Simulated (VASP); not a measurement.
# SrMnP (P4/nmm) in VASP: single point with PBEsol

Aim: the single point of SrMnP with PBEsol.

Everything below comes from runs of VASP 6.6.1. Logs are shortened: lines on timing, memory, paths and dates and some standing lists are left out, and cuts for length are marked.

## 1. The cell of the first run

It takes space group P4/nmm (No. 129, tetragonal). The conventional cell has a = 4.388 Å, b = 4.388 Å, c = 7.499 Å, α = 90.00°, β = 90.00°, γ = 90.00°. Mn (site symmetry -4m2) has 4 P at 2.68 Å and 4 Mn at 3.10 Å and 4 Sr at 3.33 Å within 3.5 Å. Within 4.4 Å of Sr (site symmetry 4mm) lie 6 P at 3.25 to 4.04 Å and 4 Mn at 3.33 Å and 8 Sr at 3.98 to 4.39 Å. P (site symmetry 4mm) has 4 Mn at 2.68 Å and 5 Sr at 3.25 to 3.46 Å within 3.5 Å.

## 2. Single point, PBEsol

POSCAR reads:

```
SrMnP
1.0
    4.3876730000      0.0000000000      0.0000000000
    0.0000000000      4.3876730000      0.0000000000
    0.0000000000      0.0000000000      7.4989320000
Mn Sr P
2 2 2
Direct
    0.0000000000      0.0000000000      0.0000000000
    0.5000000000      0.5000000000      0.0000000000
    0.5000000000      0.0000000000      0.6665000000
    0.0000000000      0.5000000000      0.3335000000
    0.5000000000      0.0000000000      0.2056000000
    0.0000000000      0.5000000000      0.7944000000
```

INCAR.step1 reads:

```
SYSTEM = SrMnP
ALGO = Normal ; EDIFF = 1E-6
ENCUT = 520 ; GGA = PS
ISIF = 2 ; ISMEAR = 0
LASPH = .True. ; LCHARG = .True.
LMAXMIX = 4 ; LREAL = .False.
LWAVE = .False. ; NBANDS = 37
NELM = 80 ; PREC = Accurate
SIGMA = 0.0351
```

KPOINTS.step1 reads:

```
k-points
0
Gamma
  8 8 5
  0 0 0
```

INCAR.step2 reads:

```
SYSTEM = SrMnP
ALGO = Normal ; EDIFF = 1E-6
ENCUT = 520 ; GGA = PS
ICHARG = 11 ; ISIF = 2
ISMEAR = -5 ; LASPH = .True.
LCHARG = .False. ; LMAXMIX = 4
LORBIT = 11 ; LREAL = .False.
LWAVE = .False. ; NEDOS = 1001
NELM = 80 ; PREC = Accurate
SIGMA = 0.0351
```

KPOINTS.step2 reads:

```
k-points
0
Gamma
  12 12 8
  0 0 0
```

Potentials or basis: VASP PAW PBE potentials, release 64 (Mn_pv, Sr_sv, P).

Started as:

```
$ cat potpaw_PBE.64/Mn_pv/POTCAR potpaw_PBE.64/Sr_sv/POTCAR potpaw_PBE.64/P/POTCAR > POTCAR
$ cp INCAR.step1 INCAR
$ cp KPOINTS.step1 KPOINTS
$ mpirun -np 1 vasp_std > vasp.out
$ cp INCAR.step2 INCAR
$ cp KPOINTS.step2 KPOINTS
$ mpirun -np 1 vasp_std > vasp.out
```

OUTCAR:

```text
SYSTEM = SrMnP
   EDIFF = 1E-6
   ENCUT = 520
   GGA = PS
   ICHARG = 11
   ISIF = 2
   ISMEAR = -5
   LASPH = .True.
   LORBIT = 11
   LREAL = .False.
   NELM = 80
   PREC = Accurate

 ion  position               nearest neighbor table
   1  0.000  0.000  0.000-   5 2.68   6 2.68   6 2.68   5 2.68   2 3.10   2 3.10   2 3.10   2 3.10
                             3 3.33   3 3.33   4 3.33   4 3.33
   2  0.500  0.500  0.000-   5 2.68   6 2.68   5 2.68   6 2.68   1 3.10   1 3.10   1 3.10   1 3.10
                             3 3.33   4 3.33   3 3.33   4 3.33
   3  0.500  0.000  0.666-   6 3.25   6 3.25   6 3.25   6 3.25   2 3.33   1 3.33   1 3.33   2 3.33
                             5 3.46   4 3.98   4 3.98   4 3.98   4 3.98   5 4.04
   4  0.000  0.500  0.334-   5 3.25   5 3.25   5 3.25   5 3.25   2 3.33   2 3.33   1 3.33   1 3.33
                             6 3.46   3 3.98   3 3.98   3 3.98   3 3.98   6 4.04
   5  0.500  0.000  0.206-   1 2.68   2 2.68   2 2.68   1 2.68   4 3.25   4 3.25   4 3.25   4 3.25
                             3 3.46   3 4.04
   6  0.000  0.500  0.794-   1 2.68   2 2.68   1 2.68   2 2.68   3 3.25   3 3.25   3 3.25   3 3.25
                             4 3.46   4 4.04

  LATTYP: Found a simple tetragonal cell.
 ALAT       =     4.3876730000
 C/A-ratio  =     1.7090909008

  Lattice vectors:

 A1 = (   4.3876730000,   0.0000000000,   0.0000000000)
 A2 = (   0.0000000000,   4.3876730000,   0.0000000000)
 A3 = (   0.0000000000,   0.0000000000,   7.4989320000)

Analysis of symmetry for initial positions (statically):
=====================================================================
 Subroutine PRICEL returns:
 Original cell was already a primitive cell.

 Routine SETGRP: Setting up the symmetry group for a
 simple tetragonal supercell.

 Subroutine GETGRP returns: Found 16 space group operations
 (whereof  8 operations were pure point group operations)
 out of a pool of 16 trial point group operations.

The static configuration has the point symmetry D_2d.
 The point group associated with its full space group is D_4h.

Analysis of symmetry for dynamics (positions and initial velocities):
=====================================================================
 Subroutine PRICEL returns:
 Original cell was already a primitive cell.

 Routine SETGRP: Setting up the symmetry group for a
 simple tetragonal supercell.

 Subroutine GETGRP returns: Found 16 space group operations
 (whereof  8 operations were pure point group operations)
 out of a pool of 16 trial point group operations.

The dynamic configuration has the point symmetry D_2d.
 The point group associated with its full space group is D_4h.

 Subroutine INISYM returns: Found 16 space group operations
 (whereof  8 operations are pure point group operations),
 and found     1 'primitive' translations

----------------------------------------------------------------------------------------

                                     Primitive cell

  volume of cell :     144.3670

  direct lattice vectors                    reciprocal lattice vectors
     4.387673000  0.000000000  0.000000000     0.227911241  0.000000000  0.000000000
     0.000000000  4.387673000  0.000000000     0.000000000  0.227911241  0.000000000
     0.000000000  0.000000000  7.498932000     0.000000000  0.000000000  0.133352323

  length of vectors
     4.387673000  4.387673000  7.498932000     0.227911241  0.227911241  0.133352323

  position of ions in fractional coordinates (direct lattice)
     0.000000000  0.000000000  0.000000000
     0.500000000  0.500000000  0.000000000
     0.500000000  0.000000000  0.666500000
     0.000000000  0.500000000  0.333500000
     0.500000000  0.000000000  0.205600000
     0.000000000  0.500000000  0.794400000

  ion indices of the primitive-cell ions
   primitive index   ion index
                 1           1
                 2           2
                 3           3
                 4           4
                 5           5
                 6           6

----------------------------------------------------------------------------------------

 KPOINTS: k-points

Automatic generation of k-mesh.
 Grid dimensions read from file:
 generate k-points for:   12   12    8

 Generating k-lattice:

  Cartesian coordinates                     Fractional coordinates (reciprocal lattice)
     0.018992603  0.000000000  0.000000000     0.083333333  0.000000000  0.000000000
     0.000000000  0.018992603  0.000000000     0.000000000  0.083333333  0.000000000
     0.000000000  0.000000000  0.016669040     0.000000000  0.000000000  0.125000000

  Length of vectors
     0.018992603  0.018992603  0.016669040

  Shift w.r.t. Gamma in fractional coordinates (k-lattice)
     0.000000000  0.000000000  0.000000000

 TETIRR: Found   1728 inequivalent tetrahedra from     6912

 Subroutine IBZKPT returns following result:
 ===========================================

 Found    140 irreducible k-points:

 Following reciprocal coordinates:
            Coordinates               Weight
  0.000000  0.000000  0.000000      1.000000
  0.083333  0.000000  0.000000      4.000000
  0.166667  0.000000  0.000000      4.000000
  0.250000  0.000000  0.000000      4.000000
  0.333333  0.000000  0.000000      4.000000
  0.416667  0.000000  0.000000      4.000000
[... 16 lines left out ...]
  0.333333  0.333333  0.000000      4.000000
  0.416667  0.333333  0.000000      8.000000
 [... further k-points ...]
   k-points           NKPTS =    140   k-points in BZ     NKDIM =    140   number of bands    NBANDS=     33
   number of dos      NEDOS =   1001   number of ions     NIONS =      6
   total plane-waves  NPLWV =  72576
   dimension x,y,z NGX =    36 NGY =   36 NGZ =   56
   dimension x,y,z NGXF=    72 NGYF=   72 NGZF=  112
   ions per type =               2   2   2
   NGX,Y,Z   is equivalent  to a cutoff of  13.64, 13.64, 12.41 a.u.
   NGXF,Y,Z  is equivalent  to a cutoff of  27.28, 27.28, 24.83 a.u.
 SYSTEM =  SrMnP
   PREC   = accura    normal or accurate (medium, high low for compatibility)
   ISTART =      0    job   : 0-new  1-cont  2-samecut
   ICHARG =     11    charge: 1-file 2-atom 10-const
   ISPIN  =      1    spin polarized calculation?
   LNONCOLLINEAR =      F non collinear calculations
   LSORBIT =      F    spin-orbit coupling
   LASPH  =      T    aspherical Exc in radial PAW
   ENCUT  =  520.0 eV  38.22 Ry    6.18 a.u.   8.16  8.16 13.94*2*pi/ulx,y,z
   NELM   =     80;   NELMIN=  2; NELMDL=  0     # of ELM steps
   EDIFF  = 0.1E-05   stopping-criterion for ELM
   LREAL  =      F    real-space projection
[... 7 lines left out ...]
   TEBEG  =    0.0;   TEEND  =   0.0 temperature during run
   PSTRESS=    0.0 pullay stress
   NELECT =      56.0000    total number of electrons
   NUPDOWN=      -1.0000    fix difference up-down
   EMIN   =  10.00;   EMAX   =-10.00  energy-range for DOS
   EFERMI =   0.00;   METHOD = LEGACY
   ISMEAR =    -5;   SIGMA  =   0.04  broadening in eV -4-tet -1-fermi 0-gaus
   EFERMI_NEDOS =   21; number of points for ismear=-14 and -15
   IALGO  =     38    algorithm
   IMIX   =      4    mixing-type and parameters
     AMIX     =   0.40;   BMIX     =  1.00
     AMIX_MAG =   1.60;   BMIX_MAG =  1.00
  volume/ion in A,a.u.               =      24.06       162.37
  Fermi-wavevector in a.u.,A,eV,Ry     =   1.193937  2.256214 19.394919  1.425486
  Thomas-Fermi vector in A             =   2.329940
   LORBIT       =     11    0 simple, 1 ext, 2 COOP (PROOUT), +10 PAW based schemes
   GGA     = PS    functional components
   LHFCALC =     F    Hartree Fock is set to
   AEXX    =    0.0000 exact exchange contribution
   IVDW    =     0    specifies the selected vdW correction
   LEPSILON=     F    determine dielectric tensor
   LRPA    =     F    only Hartree local field effects (RPA)
 non-spin polarized calculation
 Fermi weights with tetrahedron method with Bloechl corrections
  energy-cutoff  :      520.00
  volume of cell :      144.37
 maximum number of plane-waves:      3924
 NGX is ok and might be reduce to    36

 number of electron      56.0000012 magnetization

 Free energy of the ion-electron system (eV)
  ---------------------------------------------------
  ext. energy  EPLUGINS =         0.00000000
  ---------------------------------------------------
  free energy    TOTEN  =       -34.71026958 eV

  energy without entropy =      -34.71026958  energy(sigma->0) =      -34.71026958

 E-fermi :   4.4317     XC(G=0):  -9.7703

 val. band max:        4.4298378586   @ k =   0.2500   0.0000   0.0000
 cond. band min:       4.4114774870   @ k =   0.5000   0.1667   0.1250
 fundamental gap:     -0.0183603716
 Fermi energy:         4.4316566046

 k-point     1 :       0.0000    0.0000    0.0000
  band No.  band energies     occupation
      1     -43.0946      2.00000
      2     -43.0946      2.00000
      3     -43.0600      2.00000
      4     -43.0600      2.00000
      5     -42.9684      2.00000
      6     -42.9611      2.00000
[... 25 lines left out ...]
     32       5.6536      0.00000
     33       5.7573      0.00000

 k-point     2 :       0.0833    0.0000    0.0000
  band No.  band energies     occupation
      1     -43.0940      2.00000
      2     -43.0940      2.00000
      3     -43.0606      2.00000
      4     -43.0606      2.00000
      5     -42.9682      2.00000
      6     -42.9612      2.00000
[... 25 lines left out ...]
     32       5.4469      0.00000
     33       5.6665      0.00000
[... 754 lines left out ...]
     32       4.9942      0.00000
     33       5.4621      0.00000

 k-point    24 :       0.4167    0.3333    0.0000
  band No.  band energies     occupation
      1     -43.0973      2.00000
      2     -43.0929      2.00000
      3     -43.0625      2.00000
      4     -43.0580      2.00000
      5     -42.9651      2.00000
      6     -42.9642      2.00000
[... 25 lines left out ...]
     32       4.9234      0.00000
     33       5.4930      0.00000

 [... further k-points ...]

------------------------ aborting loop because EDIFF is reached ----------------------------------------

  FORCE on cell =-STRESS in cart. coord.  units (eV):
  Direction    XX          YY          ZZ          XY          YZ          ZX
  --------------------------------------------------------------------------------------
  -------------------------------------------------------------------------------------
  Total      -15.4847861    -15.4847861    -12.9113348      0.0000000      0.0000000     -0.0000000
  in kB     -171.8493406   -171.8493406   -143.2893138      0.0000000      0.0000000     -0.0000000
  external PRESSURE =    -162.3293316 kB  Pullay stress =       0.0000000 kB

 VOLUME and BASIS-vectors are now :
 -----------------------------------------------------------------------------
  energy-cutoff  :      520.00
  volume of cell :      144.37
      direct lattice vectors                 reciprocal lattice vectors
     4.387673000  0.000000000  0.000000000     0.227911241  0.000000000  0.000000000
     0.000000000  4.387673000  0.000000000     0.000000000  0.227911241  0.000000000
     0.000000000  0.000000000  7.498932000     0.000000000  0.000000000  0.133352323

 POSITION                                       TOTAL-FORCE (eV/Angst)
 -----------------------------------------------------------------------------------
      0.00000      0.00000      0.00000         0.000000      0.000000     -0.000000
      2.19384      2.19384      0.00000         0.000000     -0.000000     -0.000000
      2.19384      0.00000      4.99804         0.000000     -0.000000      0.843716
      0.00000      2.19384      2.50089        -0.000000     -0.000000     -0.843716
      2.19384      0.00000      1.54178        -0.000000     -0.000000     -2.385775
      0.00000      2.19384      5.95715         0.000000      0.000000      2.385775
 -----------------------------------------------------------------------------------
    total drift:                                0.000000      0.000000      0.000000

  FREE ENERGIE OF THE ION-ELECTRON SYSTEM (eV)
  ---------------------------------------------------
  free  energy   TOTEN  =       -34.7102695796 eV

  energy  without entropy=      -34.7102695796  energy(sigma->0) =      -34.71026958

 total charge

# of ion       s       p       d       tot
------------------------------------------
    1        0.229   6.157   5.092  11.477
    2        0.229   6.157   5.092  11.477
    3        2.021   5.727   0.231   7.980
    4        2.021   5.727   0.231   7.980
    5        1.017   1.354   0.000   2.371
    6        1.017   1.354   0.000   2.371
--------------------------------------------------
tot          6.534  26.475  10.646  43.655
```

Wall time 8 min (1 thread of Intel Xeon Platinum 8488C (Sapphire Rapids), shared host); peak memory 0.7 GiB.

Results:

```yaml
Valence_electrons_inside_the_program's_atomic_spheres: Mn 11.48; Sr 7.98; P 2.37
```

Caveat: the PAW data sets were made with another functional, which shifts forces and pressure a little; the run has no spin polarisation, though such a crystal can be magnetic. Spin polarisation is off, so any magnetic state and its effect on volume and gap are missing.
